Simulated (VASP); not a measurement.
# ZnS in VASP: a series of runs

Runs on ZnS. Level: PBE. Tasks: density of states, electric field gradients.

All numbers are computed with VASP 6.6.1; they aren't measurements. Logs are shortened: lines on timing, memory, paths and dates and some standing lists are left out, and cuts for length are marked.

## Step 1: The cell of the first run

Symmetry: F-43m, No. 216, cubic system. Conventional cell: a = 5.409 Å, b = 5.409 Å, c = 5.409 Å, α = 90.00°, β = 90.00°, γ = 90.00°. Zn (site symmetry -43m) has 4 S at 2.34 Å within 3.1 Å. S (site symmetry -43m) has 4 Zn at 2.34 Å within 3.1 Å.

## Step 2: Density of states, PBE

Input file POSCAR:

```
ZnS
1.0
    0.0000000000      2.7046500000      2.7046500000
    2.7046500000      0.0000000000      2.7046500000
    2.7046500000      2.7046500000      0.0000000000
Zn S
1 1
Direct
    0.0000000000      0.0000000000      0.0000000000
    0.7500000000      0.7500000000      0.7500000000
```

Input file INCAR.step1:

```
SYSTEM = ZnS
  PREC = Accurate
  ENCUT = 520
  EDIFF = 1E-7
  ISMEAR = -1
  SIGMA = 0.01
  LREAL = .FALSE.
  LASPH = .TRUE.
  NELM = 100
  ALGO = Normal
  ISIF = 2
  LWAVE = .FALSE.
  LCHARG = .TRUE.
  GGA = PE
  NBANDS = 16
```

Input file KPOINTS.step1:

```
Automatic mesh
0
G
  8 8 8
  0 0 0
```

Input file INCAR.step2:

```
SYSTEM = ZnS
  PREC = Accurate
  ENCUT = 520
  EDIFF = 1E-7
  ISMEAR = -5
  SIGMA = 0.01
  LREAL = .FALSE.
  LASPH = .TRUE.
  NELM = 100
  ALGO = Normal
  ISIF = 2
  LWAVE = .FALSE.
  LCHARG = .FALSE.
  GGA = PE
  LORBIT = 11
  NBANDS = 16
  NEDOS = 2001
  ICHARG = 11
```

Input file KPOINTS.step2:

```
Automatic mesh
0
G
  12 12 12
  0 0 0
```

Potentials or basis: VASP PAW PBE potentials, release 64 (Zn, S).

Command:

```
> cat potpaw_PBE.64/Zn/POTCAR potpaw_PBE.64/S/POTCAR > POTCAR
> cp INCAR.step1 INCAR
> cp KPOINTS.step1 KPOINTS
> mpirun -np 1 vasp_std > vasp.out
> cp INCAR.step2 INCAR
> cp KPOINTS.step2 KPOINTS
> mpirun -np 1 vasp_std > vasp.out
```

OUTCAR:

```text
SYSTEM = ZnS
   PREC = Accurate
   ENCUT = 520
   EDIFF = 1E-7
   ISMEAR = -5
   LREAL = .FALSE.
   LASPH = .TRUE.
   NELM = 100
   ISIF = 2
   GGA = PE
   LORBIT = 11
   ICHARG = 11

 ion  position               nearest neighbor table
   1  0.000  0.000  0.000-   2 2.34   2 2.34   2 2.34   2 2.34
   2  0.750  0.750  0.750-   1 2.34   1 2.34   1 2.34   1 2.34

  LATTYP: Found a face centered cubic cell.
 ALAT       =     5.4093000000

  Lattice vectors:

 A1 = (   0.0000000000,   2.7046500000,   2.7046500000)
 A2 = (   2.7046500000,   0.0000000000,   2.7046500000)
 A3 = (   2.7046500000,   2.7046500000,   0.0000000000)

Analysis of symmetry for initial positions (statically):
=====================================================================
 Subroutine PRICEL returns:
 Original cell was already a primitive cell.

 Routine SETGRP: Setting up the symmetry group for a
 face centered cubic supercell.

 Subroutine GETGRP returns: Found 24 space group operations
 (whereof 24 operations were pure point group operations)
 out of a pool of 48 trial point group operations.

The static configuration has the point symmetry T_d .

Analysis of symmetry for dynamics (positions and initial velocities):
=====================================================================
 Subroutine PRICEL returns:
 Original cell was already a primitive cell.

 Routine SETGRP: Setting up the symmetry group for a
 face centered cubic supercell.

 Subroutine GETGRP returns: Found 24 space group operations
 (whereof 24 operations were pure point group operations)
 out of a pool of 48 trial point group operations.

The dynamic configuration has the point symmetry T_d .

 Subroutine INISYM returns: Found 24 space group operations
 (whereof 24 operations are pure point group operations),
 and found     1 'primitive' translations

----------------------------------------------------------------------------------------

                                     Primitive cell

  volume of cell :      39.5697

  direct lattice vectors                    reciprocal lattice vectors
     0.000000000  2.704650000  2.704650000    -0.184866803  0.184866803  0.184866803
     2.704650000  0.000000000  2.704650000     0.184866803 -0.184866803  0.184866803
     2.704650000  2.704650000  0.000000000     0.184866803  0.184866803 -0.184866803

  length of vectors
     3.824952711  3.824952711  3.824952711     0.320198696  0.320198696  0.320198696

  position of ions in fractional coordinates (direct lattice)
     0.000000000  0.000000000  0.000000000
     0.750000000  0.750000000  0.750000000

  ion indices of the primitive-cell ions
   primitive index   ion index
                 1           1
                 2           2

----------------------------------------------------------------------------------------

 KPOINTS: Automatic mesh

Automatic generation of k-mesh.
 Grid dimensions read from file:
 generate k-points for:   12   12   12

 Generating k-lattice:

  Cartesian coordinates                     Fractional coordinates (reciprocal lattice)
    -0.015405567  0.015405567  0.015405567     0.083333333  0.000000000  0.000000000
     0.015405567 -0.015405567  0.015405567     0.000000000  0.083333333  0.000000000
     0.015405567  0.015405567 -0.015405567     0.000000000  0.000000000  0.083333333

  Length of vectors
     0.026683225  0.026683225  0.026683225

  Shift w.r.t. Gamma in fractional coordinates (k-lattice)
     0.000000000  0.000000000  0.000000000

 TETIRR: Found    247 inequivalent tetrahedra from    10368

 Subroutine IBZKPT returns following result:
 ===========================================

 Found     72 irreducible k-points:

 Following reciprocal coordinates:
            Coordinates               Weight
  0.000000  0.000000  0.000000      1.000000
  0.083333  0.000000  0.000000      8.000000
  0.166667  0.000000  0.000000      8.000000
  0.250000  0.000000  0.000000      8.000000
  0.333333  0.000000  0.000000      8.000000
  0.416667  0.000000  0.000000      8.000000
[... 16 lines left out ...]
  0.500000  0.166667  0.000000     24.000000
 -0.416667  0.166667  0.000000     24.000000
 [... further k-points ...]
   k-points           NKPTS =     72   k-points in BZ     NKDIM =     72   number of bands    NBANDS=     16
   number of dos      NEDOS =   2001   number of ions     NIONS =      2
   total plane-waves  NPLWV =  21952
   dimension x,y,z NGX =    28 NGY =   28 NGZ =   28
   dimension x,y,z NGXF=    56 NGYF=   56 NGZF=   56
   ions per type =               1   1
   NGX,Y,Z   is equivalent  to a cutoff of  12.17, 12.17, 12.17 a.u.
   NGXF,Y,Z  is equivalent  to a cutoff of  24.34, 24.34, 24.34 a.u.
 SYSTEM =  ZnS
   PREC   = accura    normal or accurate (medium, high low for compatibility)
   ISTART =      0    job   : 0-new  1-cont  2-samecut
   ICHARG =     11    charge: 1-file 2-atom 10-const
   ISPIN  =      1    spin polarized calculation?
   LNONCOLLINEAR =      F non collinear calculations
   LSORBIT =      F    spin-orbit coupling
   LASPH  =      T    aspherical Exc in radial PAW
   ENCUT  =  520.0 eV  38.22 Ry    6.18 a.u.   7.11  7.11  7.11*2*pi/ulx,y,z
   NELM   =    100;   NELMIN=  2; NELMDL=  0     # of ELM steps
   EDIFF  = 0.1E-06   stopping-criterion for ELM
   LREAL  =      F    real-space projection
   EDIFFG = 0.1E-05   stopping-criterion for IOM
   NSW    =      0    number of steps for IOM
   IBRION =     -1    ionic relax: 0-MD 1-quasi-New 2-CG
   NFREE  =      0    steps in history (QN), initial steepest desc. (CG)
   ISIF   =      2    stress and relaxation
   ISYM   =      2    0-nonsym 1-usesym 2-fastsym
   POTIM  = 0.5000    time-step for ionic-motion
   TEBEG  =    0.0;   TEEND  =   0.0 temperature during run
   PSTRESS=    0.0 pullay stress
   NELECT =      18.0000    total number of electrons
   NUPDOWN=      -1.0000    fix difference up-down
   EMIN   =  10.00;   EMAX   =-10.00  energy-range for DOS
   EFERMI =   0.00;   METHOD = LEGACY
   ISMEAR =    -5;   SIGMA  =   0.01  broadening in eV -4-tet -1-fermi 0-gaus
   EFERMI_NEDOS =   21; number of points for ismear=-14 and -15
   IALGO  =     38    algorithm
   IMIX   =      4    mixing-type and parameters
     AMIX     =   0.40;   BMIX     =  1.00
     AMIX_MAG =   1.60;   BMIX_MAG =  1.00
  volume/ion in A,a.u.               =      19.78       133.51
  Fermi-wavevector in a.u.,A,eV,Ry     =   1.259055  2.379268 21.568210  1.585219
  Thomas-Fermi vector in A             =   2.392634
   LORBIT       =     11    0 simple, 1 ext, 2 COOP (PROOUT), +10 PAW based schemes
   GGA     = PE    functional components
   LHFCALC =     F    Hartree Fock is set to
   AEXX    =    0.0000 exact exchange contribution
   IVDW    =     0    specifies the selected vdW correction
   LEPSILON=     F    determine dielectric tensor
   LRPA    =     F    only Hartree local field effects (RPA)
 non-spin polarized calculation
 Fermi weights with tetrahedron method with Bloechl corrections
  energy-cutoff  :      520.00
  volume of cell :       39.57
 maximum number of plane-waves:      1090

 number of electron      17.9999998 magnetization

 Free energy of the ion-electron system (eV)
  ---------------------------------------------------
  ext. energy  EPLUGINS =         0.00000000
  ---------------------------------------------------
  free energy    TOTEN  =        -6.84852116 eV

  energy without entropy =       -6.84852116  energy(sigma->0) =       -6.84852116

 E-fermi :   2.0805     XC(G=0):  -9.6160

 val. band max:        2.0791230999   @ k =   0.0000   0.0000   0.0000
 cond. band min:       4.1810201066   @ k =   0.0000   0.0000   0.0000
 fundamental gap:      2.1018970067
 Fermi energy:         2.0805250298

 k-point     1 :       0.0000    0.0000    0.0000
  band No.  band energies     occupation
      1     -11.0404      2.00000
      2      -4.2480      2.00000
      3      -4.2480      2.00000
      4      -4.2480      2.00000
      5      -3.7519      2.00000
      6      -3.7519      2.00000
[... 8 lines left out ...]
     15      13.8390      0.00000
     16      13.9341      0.00000

 k-point     2 :       0.0833    0.0000    0.0000
  band No.  band energies     occupation
      1     -10.9879      2.00000
      2      -4.2483      2.00000
      3      -4.2384      2.00000
      4      -4.2384      2.00000
      5      -3.7528      2.00000
      6      -3.7528      2.00000
[... 8 lines left out ...]
     15      13.5033      0.00000
     16      14.3683      0.00000

 k-point     3 :       0.1667    0.0000    0.0000
  band No.  band energies     occupation
      1     -10.8390      2.00000
      2      -4.2404      2.00000
      3      -4.2130      2.00000
      4      -4.2130      2.00000
      5      -3.7538      2.00000
      6      -3.7538      2.00000
[... 8 lines left out ...]
     15      13.0549      0.00000
     16      14.7730      0.00000

 k-point     4 :       0.2500    0.0000    0.0000
  band No.  band energies     occupation
      1     -10.6209      2.00000
      2      -4.1987      2.00000
      3      -4.1813      2.00000
      4      -4.1813      2.00000
      5      -3.7504      2.00000
      6      -3.7504      2.00000
[... 8 lines left out ...]
     15      13.0496      0.00000
     16      14.2809      0.00000
[... 324 lines left out ...]
 k-point    22 :       0.4167    0.1667    0.0000
  band No.  band energies     occupation
      1     -10.1886      2.00000
      2      -4.1711      2.00000
      3      -4.0874      2.00000
      4      -4.0002      2.00000
      5      -3.7252      2.00000
      6      -3.7121      2.00000
[... 8 lines left out ...]
     15      15.3549      0.00000
     16      15.8321      0.00000

 k-point    23 :       0.5000    0.1667    0.0000
  band No.  band energies     occupation
      1     -10.0496      2.00000
      2      -4.1398      2.00000
      3      -4.0795      2.00000
      4      -3.8492      2.00000
      5      -3.7166      2.00000
      6      -3.5956      2.00000
[... 8 lines left out ...]
     15      15.5209      0.00000
     16      16.0969      0.00000

 k-point    24 :      -0.4167    0.1667    0.0000
  band No.  band energies     occupation
      1     -10.0304      2.00000
      2      -4.1296      2.00000
      3      -4.0849      2.00000
      4      -3.7914      2.00000
      5      -3.7330      2.00000
      6      -3.5460      2.00000
[... 8 lines left out ...]
     15      14.3591      0.00000
     16      15.9824      0.00000

 [... further k-points ...]

------------------------ aborting loop because EDIFF is reached ----------------------------------------

  FORCE on cell =-STRESS in cart. coord.  units (eV):
  Direction    XX          YY          ZZ          XY          YZ          ZX
  --------------------------------------------------------------------------------------
  -------------------------------------------------------------------------------------
  Total        0.3842111      0.3842111      0.3842111      0.0000000     -0.0000000     -0.0000000
  in kB       15.5566930     15.5566930     15.5566930      0.0000000     -0.0000000     -0.0000000
  external PRESSURE =      15.5566930 kB  Pullay stress =       0.0000000 kB

 VOLUME and BASIS-vectors are now :
 -----------------------------------------------------------------------------
  energy-cutoff  :      520.00
  volume of cell :       39.57
      direct lattice vectors                 reciprocal lattice vectors
     0.000000000  2.704650000  2.704650000    -0.184866803  0.184866803  0.184866803
     2.704650000  0.000000000  2.704650000     0.184866803 -0.184866803  0.184866803
     2.704650000  2.704650000  0.000000000     0.184866803  0.184866803 -0.184866803

 POSITION                                       TOTAL-FORCE (eV/Angst)
 -----------------------------------------------------------------------------------
      0.00000      0.00000      0.00000         0.000000     -0.000000     -0.000000
      4.05697      4.05697      4.05697        -0.000000      0.000000      0.000000
 -----------------------------------------------------------------------------------
    total drift:                               -0.000001     -0.000001     -0.000001

  FREE ENERGIE OF THE ION-ELECTRON SYSTEM (eV)
  ---------------------------------------------------
  free  energy   TOTEN  =        -6.8485211608 eV

  energy  without entropy=       -6.8485211608  energy(sigma->0) =       -6.84852116

 total charge

# of ion       s       p       d       tot
------------------------------------------
    1        0.519   0.474   9.799  10.792
    2        1.315   2.436   0.000   3.751
--------------------------------------------------
tot          1.834   2.909   9.799  14.543
```

It took 44 s on 1 thread of AMD EPYC 7R43 (Zen 3), shared host; peak memory 0.14 GiB.

Results:

* Valence electrons inside the program's atomic spheres: Zn 10.79; S 3.75

## Step 3: Electric field gradients, PBE (zz strain of +2 %)

Input file INCAR:

```
PREC = Accurate
ENCUT = 520
EDIFF = 1E-8
ISMEAR = -1
SIGMA = 0.01
LREAL = False
LASPH = True
NELM = 60
ALGO = Normal
ISIF = 2
LWAVE = False
LCHARG = False
GGA = PE
LEFG = True
NBANDS = 16
```

Input file KPOINTS:

```
Automatic mesh
0
Gamma
  8 8 8
```

Input file POSCAR:

```
ZnS
1.0
    0.0000000000      2.7046500000      2.7587430000
    2.7046500000      0.0000000000      2.7587430000
    2.7046500000      2.7046500000      0.0000000000
Zn S
1 1
Direct
    0.0000000000      0.0000000000      0.0000000000
    0.7500000000      0.7500000000      0.7500000000
```

Potentials or basis: VASP PAW PBE potentials, release 64 (Zn, S).

Command:

```
> cat potpaw_PBE.64/Zn/POTCAR potpaw_PBE.64/S/POTCAR > POTCAR
> mpirun -np 1 vasp_std > vasp.out
```

OUTCAR:

```text
PREC = Accurate
   ENCUT = 520
   EDIFF = 1E-8
   ISMEAR = -1
   LREAL = False
   LASPH = True
   NELM = 60
   ISIF = 2
   GGA = PE

 ion  position               nearest neighbor table
   1  0.000  0.000  0.000-   2 2.36   2 2.36   2 2.36   2 2.36
   2  0.750  0.750  0.750-   1 2.36   1 2.36   1 2.36   1 2.36

  LATTYP: Found a body centered tetragonal cell.
 ALAT       =     3.8249527115
 C/A-ratio  =     1.4424978336

  Lattice vectors:

 A1 = (  -2.7046500000,   0.0000000000,   2.7587430000)
 A2 = (   2.7046500000,   0.0000000000,   2.7587430000)
[... 668 lines left out ...]
  ---------------------------------------------------
  free  energy   TOTEN  =        -6.8509933858 eV

  energy  without entropy=       -6.8509933858  energy(sigma->0) =       -6.85099339

 Electric field gradients (V/A^2)
---------------------------------------------------------------------
 ion       V_xx      V_yy      V_zz      V_xy      V_xz      V_yz
---------------------------------------------------------------------
   1       1.702     1.702    -3.404    -0.006     0.004     0.004
   2      -2.059    -2.059     4.117     0.001    -0.001    -0.001
---------------------------------------------------------------------

 Electric field gradients after diagonalization (V/A^2)
 (convention: |V_zz| > |V_xx| > |V_yy|)
----------------------------------------------------------------------
 ion       V_xx      V_yy      V_zz     asymmetry (V_yy - V_xx)/ V_zz
----------------------------------------------------------------------
   1       1.708     1.696    -3.404       0.003
   2      -2.059    -2.058     4.117       0.000
----------------------------------------------------------------------

           NMR quadrupolar parameters

 Cq : quadrupolar parameter    Cq=e*Q*V_zz/h
 eta: asymmetry parameters     (V_yy - V_xx)/ V_zz
 Q  : nuclear electric quadrupole moment in mb (millibarn)
----------------------------------------------------------------------
 ion       Cq(MHz)       eta       Q (mb)
----------------------------------------------------------------------
   1      -0.008       0.003       1.000
   2       0.010       0.000       1.000
----------------------------------------------------------------------
```

OSZICAR:

```text
N       E                     dE             d eps       ncg     rms          rms(c)
DAV:   1     0.911855660351E+02    0.91186E+02   -0.90177E+03  1888   0.134E+03
DAV:   2    -0.120922136372E+01   -0.92395E+02   -0.86507E+02  2168   0.263E+02
DAV:   3    -0.721346618746E+01   -0.60042E+01   -0.59772E+01  2320   0.647E+01
DAV:   4    -0.727765894707E+01   -0.64193E-01   -0.64179E-01  2280   0.702E+00
DAV:   5    -0.727844301103E+01   -0.78406E-03   -0.78403E-03  2424   0.735E-01    0.659E+00
DAV:   6    -0.687081100670E+01    0.40763E+00   -0.73574E-01  2840   0.296E+01    0.518E+00
DAV:   7    -0.685127267008E+01    0.19538E-01   -0.24230E-01  2192   0.439E+00    0.264E+00
DAV:   8    -0.685055801959E+01    0.71465E-03   -0.49627E-03  2560   0.793E-01    0.684E-01
DAV:   9    -0.685082643879E+01   -0.26842E-03   -0.11958E-03  2296   0.279E-01    0.102E-01
DAV:  10    -0.685100025507E+01   -0.17382E-03   -0.22767E-04  2328   0.143E-01    0.554E-02
DAV:  11    -0.685099250251E+01    0.77526E-05   -0.35910E-05  2208   0.895E-02    0.707E-03
DAV:  12    -0.685099340050E+01   -0.89799E-06   -0.43989E-06  2752   0.217E-02    0.495E-03
DAV:  13    -0.685099338610E+01    0.14397E-07   -0.88447E-07  2384   0.870E-03    0.254E-03
DAV:  14    -0.685099338585E+01    0.25648E-09   -0.72883E-08  2264   0.200E-03
   1 F= -.68509934E+01 E0= -.68509934E+01  d E =-.511832E-11
```

stdout:

```text
POSCAR found type information on POSCAR ZnS
 POSCAR found :  2 types and       2 ions
 scaLAPACK will be used
 LDA part: xc-table for (Slater+PW92), standard interpolation
 POSCAR, INCAR and KPOINTS ok, starting setup
 FFT: planning ... GRIDC
 FFT: planning ... GRID_SOFT
 FFT: planning ... GRID
 WAVECAR not read
 entering main loop
ion   1

ion   2
```

It took 25 s on 1 thread of Intel Xeon Platinum 8559C (Emerald Rapids), shared host; peak memory 0.18 GiB.

What came out:

| Property | Result |
| --- | --- |
| Free energy | -6.8510 eV |
| Pressure | 0.1 GPa |
| Band gap on the k mesh | 1.99 eV, direct |

Levels at points of the mesh, in eV from the valence-band top:
| k point | band 7 | band 8 | band 9 | band 10 | band 11 | band 12 |
| --- | --- | --- | --- | --- | --- | --- |
| (0.00, 0.00, 0.00) | -0.07 | 0.00 | 0.00 | 1.99 | 6.39 | 6.39 |
| (0.50, 0.00, 0.00) | -5.16 | -0.91 | -0.80 | 3.24 | 6.84 | 7.00 |
| (0.50, 0.50, 0.00) | -4.57 | -2.09 | -2.09 | 3.50 | 4.18 | 10.65 |
| (0.50, 0.00, 0.50) | -4.45 | -2.21 | -2.17 | 3.40 | 3.99 | 10.87 |

Electric field gradients, principal values (V/Å²):
```
atom   least  middle  greatest (by size)
1 Zn   1.696   1.708              -3.404
 2 S  -2.058  -2.059               4.117
```

Caveat: the cell differs from its parent crystal (zz strain of +2 %); without QUAD_EFG the Cq values of the log hold for a quadrupole moment of 1 mb, not for the nuclei.

[end of part 1 of 2]
